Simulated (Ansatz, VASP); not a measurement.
# One calculation of PbS, two programs

```
Pb S
1.0
     3.65366    0.00000    0.00000
     0.00000    3.65366    0.00000
     0.00000    0.00000    3.65366
Pb S
1 1
Direct
  0.00000 0.00000 0.00000
  0.50000 0.50000 0.50000
```

Alike in both runs: task single point; functional PBE; k mesh 6 × 6 × 6; occupations fermi-dirac, width 0.05 eV; no spin polarisation.

|  | VASP | Ansatz |
| --- | --- | --- |
| version | VASP 6.6.1 | Ansatz 0.2.0 |
| potentials or method | VASP PAW PBE potentials, release 64 (Pb_d, S), cutoff 520 eV | all-electron PAW datasets made for the crystal |

```tsv
	VASP	Ansatz	Ansatz less VASP
gap on the k mesh at the Fermi level (eV)	none	none	-
pressure (GPa)	0.0	0.0	+0.09
```

A gap of «none» marks a metal or a gap that the smearing closes. Ansatz ran all-electron here, and VASP with PAW potentials.

Spin-orbit coupling is off throughout. Noted on Ansatz's run: the k mesh is thin for a metal, which can move the energy by tens of meV per atom; the program warned that the printed levels may be off, so bands, gaps and densities of states are rough.
